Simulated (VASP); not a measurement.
# InSb (I-4m2) in VASP: electric field gradients with LDA

Aim: the electric field gradients of InSb with LDA.

All numbers are computed with VASP 6.6.1; they aren't measurements. Logs are shortened: lines on timing, memory, paths and dates and some standing lists are left out, and cuts for length are marked.

### Step 1. The cell of the first run

It takes space group I-4m2 (No. 119, tetragonal). The conventional cell has a = 4.718 Å, b = 4.718 Å, c = 6.478 Å, α = 90.00°, β = 90.00°, γ = 90.00°. Within 3.8 Å of In (site symmetry -4m2) lie 4 Sb at 2.86 Å. Sb (site symmetry -4m2) has 4 In at 2.86 Å within 3.8 Å.

### Step 2. Electric field gradients, LDA (equal xx and yy strain of +3 %)

Input file INCAR:

```
PREC = Accurate ; ENCUT = 520
EDIFF = 1E-8 ; ISMEAR = -1
SIGMA = 0.03 ; LREAL = F
LASPH = T ; NELM = 80
ALGO = Normal ; ISIF = 2
LWAVE = F ; LCHARG = F
LEFG = T ; NBANDS = 16
```

Input file KPOINTS:

```
regular mesh
0
Gamma
  10 10 10
```

Input file POSCAR:

```
InSb
1.0
    0.0000000000      3.3362730000      3.2391000000
    3.3362730000      0.0000000000      3.2391000000
    3.3362730000      3.3362730000      0.0000000000
In Sb
1 1
Direct
    0.0000000000      0.0000000000      0.0000000000
    0.7500000000      0.7500000000      0.7500000000
```

Potentials or basis: VASP PAW LDA potentials, release 64 (In_d, Sb).

Command:

```console
cat potpaw_LDA.64/In_d/POTCAR potpaw_LDA.64/Sb/POTCAR > POTCAR
mpirun -np 1 vasp_std > vasp.out
```

OUTCAR:

```text
PREC = Accurate
   ENCUT = 520
   EDIFF = 1E-8
   ISMEAR = -1
   LREAL = F
   LASPH = T
   NELM = 80
   ISIF = 2

 ion  position               nearest neighbor table
   1  0.000  0.000  0.000-   2 2.86   2 2.86   2 2.86   2 2.86
   2  0.750  0.750  0.750-   1 2.86   1 2.86   1 2.86   1 2.86

  LATTYP: Found a body centered tetragonal cell.
 ALAT       =     4.7182025244
 C/A-ratio  =     1.3730228761

  Lattice vectors:

 A1 = (   0.0000000000,  -3.3362730000,  -3.2391000000)
 A2 = (   0.0000000000,   3.3362730000,  -3.2391000000)
 A3 = (   3.3362730000,   0.0000000000,   3.2391000000)

Analysis of symmetry for initial positions (statically):
=====================================================================
 Subroutine PRICEL returns:
 Original cell was already a primitive cell.

 Routine SETGRP: Setting up the symmetry group for a
 body centered tetragonal supercell.

 Subroutine GETGRP returns: Found  8 space group operations
 (whereof  8 operations were pure point group operations)
 out of a pool of 16 trial point group operations.

The static configuration has the point symmetry D_2d.

Analysis of symmetry for dynamics (positions and initial velocities):
=====================================================================
 Subroutine PRICEL returns:
 Original cell was already a primitive cell.

 Routine SETGRP: Setting up the symmetry group for a
 body centered tetragonal supercell.

 Subroutine GETGRP returns: Found  8 space group operations
 (whereof  8 operations were pure point group operations)
 out of a pool of 16 trial point group operations.

The dynamic configuration has the point symmetry D_2d.

 Subroutine INISYM returns: Found  8 space group operations
 (whereof  8 operations are pure point group operations),
 and found     1 'primitive' translations

----------------------------------------------------------------------------------------

                                     Primitive cell

  volume of cell :      72.1070

  direct lattice vectors                    reciprocal lattice vectors
     0.000000000  3.336273000  3.239100000    -0.149867832  0.149867832  0.154363867
     3.336273000  0.000000000  3.239100000     0.149867832 -0.149867832  0.154363867
[... 116 lines left out ...]
 non-spin polarized calculation
  energy-cutoff  :      520.00
  volume of cell :       72.11
 maximum number of plane-waves:      1964
   NGX = 17   NGY = 17   NGZ = 17

 number of electron      18.0000006 magnetization

 Free energy of the ion-electron system (eV)
  ---------------------------------------------------
  ext. energy  EPLUGINS =         0.00000000
  ---------------------------------------------------
  free energy    TOTEN  =        -8.16750047 eV

  energy without entropy =       -8.16740058  energy(sigma->0) =       -8.16745053

 E-fermi :   4.3333     XC(G=0):  -8.7511

 val. band max:        4.2378613200   @ k =   0.0000   0.0000   0.0000
 cond. band min:       4.3714549115   @ k =   0.0000   0.0000   0.0000
 fundamental gap:      0.1335935915
 Fermi energy:         4.3332581904

 k-point     1 :       0.0000    0.0000    0.0000
  band No.  band energies     occupation
      1     -10.1584      2.00000
      2     -10.1584      2.00000
      3     -10.1531      2.00000
      4     -10.0872      2.00000
      5     -10.0830      2.00000
      6      -6.1308      2.00000
[... 433 lines left out ...]
      3     -10.1303      2.00000
      4     -10.0993      2.00000
      5     -10.0764      2.00000
      6      -4.8620      2.00000
[... 8 lines left out ...]
     15      13.6107      0.00000
     16      14.0646      0.00000

 [... further k-points ...]
[... 5 lines left out ...]
  --------------------------------------------------------------------------------------
  -------------------------------------------------------------------------------------
  Total       -1.3741243     -1.3741243     -1.0015033      0.0000000      0.0000000      0.0000000
  in kB      -30.5322698    -30.5322698    -22.2528400      0.0000000      0.0000000      0.0000000
  external PRESSURE =     -27.7724598 kB  Pullay stress =       0.0000000 kB

 VOLUME and BASIS-vectors are now :
 -----------------------------------------------------------------------------
  energy-cutoff  :      520.00
  volume of cell :       72.11
      direct lattice vectors                 reciprocal lattice vectors
     0.000000000  3.336273000  3.239100000    -0.149867832  0.149867832  0.154363867
     3.336273000  0.000000000  3.239100000     0.149867832 -0.149867832  0.154363867
     3.336273000  3.336273000  0.000000000     0.149867832  0.149867832 -0.154363867

 POSITION                                       TOTAL-FORCE (eV/Angst)
 -----------------------------------------------------------------------------------
      0.00000      0.00000      0.00000        -0.000000     -0.000000     -0.000000
      5.00441      5.00441      4.85865         0.000000      0.000000      0.000000
 -----------------------------------------------------------------------------------
    total drift:                                0.000000      0.000000     -0.000000

  FREE ENERGIE OF THE ION-ELECTRON SYSTEM (eV)
  ---------------------------------------------------
  free  energy   TOTEN  =        -8.1675004725 eV

  energy  without entropy=       -8.1674005784  energy(sigma->0) =       -8.16745053

 Electric field gradients (V/A^2)
---------------------------------------------------------------------
 ion       V_xx      V_yy      V_zz      V_xy      V_xz      V_yz
---------------------------------------------------------------------
   1      -4.260    -4.260     8.520     0.001     0.003     0.003
   2       2.779     2.779    -5.559     0.000     0.000     0.000
---------------------------------------------------------------------

 Electric field gradients after diagonalization (V/A^2)
 (convention: |V_zz| > |V_xx| > |V_yy|)
----------------------------------------------------------------------
 ion       V_xx      V_yy      V_zz     asymmetry (V_yy - V_xx)/ V_zz
----------------------------------------------------------------------
   1      -4.261    -4.259     8.520       0.000
   2       2.779     2.779    -5.559       0.000
----------------------------------------------------------------------

           NMR quadrupolar parameters

 Cq : quadrupolar parameter    Cq=e*Q*V_zz/h
 eta: asymmetry parameters     (V_yy - V_xx)/ V_zz
 Q  : nuclear electric quadrupole moment in mb (millibarn)
----------------------------------------------------------------------
 ion       Cq(MHz)       eta       Q (mb)
----------------------------------------------------------------------
   1       0.021       0.000       1.000
   2      -0.013       0.000       1.000
----------------------------------------------------------------------
```

OSZICAR:

```text
N       E                     dE             d eps       ncg     rms          rms(c)
DAV:   1     0.114728236483E+03    0.11473E+03   -0.78178E+03  3264   0.110E+03
DAV:   2    -0.744311677942E+00   -0.11547E+03   -0.11179E+03  3800   0.279E+02
DAV:   3    -0.808680453404E+01   -0.73425E+01   -0.73141E+01  4096   0.732E+01
DAV:   4    -0.829877773025E+01   -0.21197E+00   -0.21193E+00  4248   0.146E+01
DAV:   5    -0.831055953914E+01   -0.11782E-01   -0.11782E-01  4904   0.281E+00    0.391E+00
DAV:   6    -0.819541209993E+01    0.11515E+00   -0.14743E-01  4864   0.569E+00    0.221E+00
DAV:   7    -0.816915973746E+01    0.26252E-01   -0.57247E-02  4504   0.212E+00    0.510E-01
DAV:   8    -0.816741380126E+01    0.17459E-02   -0.61617E-03  4544   0.885E-01    0.253E-01
DAV:   9    -0.816750522465E+01   -0.91423E-04   -0.53994E-04  4128   0.208E-01    0.734E-02
DAV:  10    -0.816749683558E+01    0.83891E-05   -0.29235E-05  4160   0.353E-02    0.279E-02
DAV:  11    -0.816750061478E+01   -0.37792E-05   -0.74161E-06  4088   0.351E-02    0.192E-02
DAV:  12    -0.816750045639E+01    0.15839E-06   -0.51479E-07  4408   0.643E-03    0.519E-03
DAV:  13    -0.816750047883E+01   -0.22440E-07   -0.14490E-07  4192   0.302E-03    0.226E-03
DAV:  14    -0.816750047247E+01    0.63544E-08   -0.18353E-08  3864   0.841E-04
   1 F= -.81675005E+01 E0= -.81674505E+01  d E =-.998941E-04
```

stdout:

```text
POSCAR found type information on POSCAR InSb
 POSCAR found :  2 types and       2 ions
 scaLAPACK will be used
 LDA part: xc-table for (Slater(with rela. corr.)+CA(PZ))
 , standard interpolation
 POSCAR, INCAR and KPOINTS ok, starting setup
 FFT: planning ... GRIDC
 FFT: planning ... GRID_SOFT
 FFT: planning ... GRID
 WAVECAR not read
 entering main loop
ion   1

ion   2
```

Wall time 2.2 min (1 thread of Intel Xeon 8259CL, shared host); peak memory 0.26 GiB.

What came out:

```
Free energy                             : -8.1675 eV
Pressure                                : -2.8 GPa
Band gap on the k mesh                  : 0.13 eV
Largest electric field gradient by atom : In +8.5; Sb -5.6 V/Å²
```

Electric field gradients, principal values (V/Å²):
```
atom   least  middle  greatest (by size)
1 In  -4.259  -4.261               8.520
2 Sb   2.779   2.779              -5.559
```

Caveat: the cell differs from its parent crystal (equal xx and yy strain of +3 %); semilocal functionals underestimate gaps, and a narrow one can read as zero; without QUAD_EFG the Cq values of the log hold for a quadrupole moment of 1 mb, not for the nuclei; spin-orbit coupling is left out, which moves the levels of the heavy elements.
